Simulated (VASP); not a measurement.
Set up this calculation in VASP 6.6.1, as the native input.

* Task: single point
* Functional: r2SCAN
* Potentials or basis: VASP PAW PBE potentials, release 64 (K_sv, I)
* Cutoff: 520 eV
* k mesh: 6 × 6 × 6
* Occupations: gaussian, width 0.01 eV
* Spin: no spin polarisation
* Dipole correction: no
* Further INCAR settings: ALGO = Normal; EDIFF = 1e-06; NBANDS = 15

Crystal: KI.

```
K I
1.0
     4.20335    0.00000    0.00000
     0.00000    4.20335    0.00000
     0.00000    0.00000    4.20335
K I
1 1
Direct
  0.00000 0.00000 0.00000
  0.50000 0.50000 0.50000
```

This cell differs from its parent crystal: volume changed by -6%.

These files were run (other wordings do the same):

POSCAR

```
KI
1.0
    4.2033453343      0.0000000000      0.0000000000
    0.0000000000      4.2033453343      0.0000000000
    0.0000000000      0.0000000000      4.2033453343
K I
1 1
Direct
    0.0000000000      0.0000000000      0.0000000000
    0.5000000000      0.5000000000      0.5000000000
```

INCAR.step1

```
SYSTEM = KI
PREC = Accurate ; ENCUT = 520
ISMEAR = 0 ; SIGMA = 0.01
LREAL = .False. ; LASPH = .True.
NELM = 60 ; NBANDS = 15
GGA = PE ; ALGO = Normal
EDIFF = 1E-4 ; LWAVE = .True.
LCHARG = .False.
```

INCAR.step2

```
SYSTEM = KI
PREC = Accurate ; ENCUT = 520
EDIFF = 1E-6 ; ISMEAR = 0
SIGMA = 0.01 ; LREAL = .False.
LASPH = .True. ; NELM = 60
ALGO = Normal ; ISIF = 2
LWAVE = .False. ; LCHARG = .True.
METAGGA = R2SCAN ; LMIXTAU = .True.
LELF = .True. ; LVHAR = .True.
NBANDS = 15 ; ISTART = 1
```

KPOINTS

```
Automatic mesh
0
Gamma
  6 6 6
  0 0 0
```

Potentials or basis: VASP PAW PBE potentials, release 64 (K_sv, I).

Launch:

```bash
$ cat potpaw_PBE.64/K_sv/POTCAR potpaw_PBE.64/I/POTCAR > POTCAR
$ cp INCAR.step1 INCAR
$ mpirun -np 1 vasp_std > vasp.out
$ cp INCAR.step2 INCAR
$ mpirun -np 1 vasp_std > vasp.out
```

Results of the run:

| Quantity | Value |
| --- | --- |
| Pressure | 1.1 GPa |
| Band gap on the k mesh | 4.23 eV, indirect (least direct gap 4.38 eV) |

Caveat: the PAW data sets were made with another functional, which shifts forces and pressure a little; spin-orbit coupling is left out, which moves the levels of the heavy elements.

Wall time 46 s on 1 thread of Intel(R) Xeon(R) Platinum 8259CL CPU @ 2.50GHz (Skylake/Cascade Lake) (shared host), peak memory 0.19 GiB.
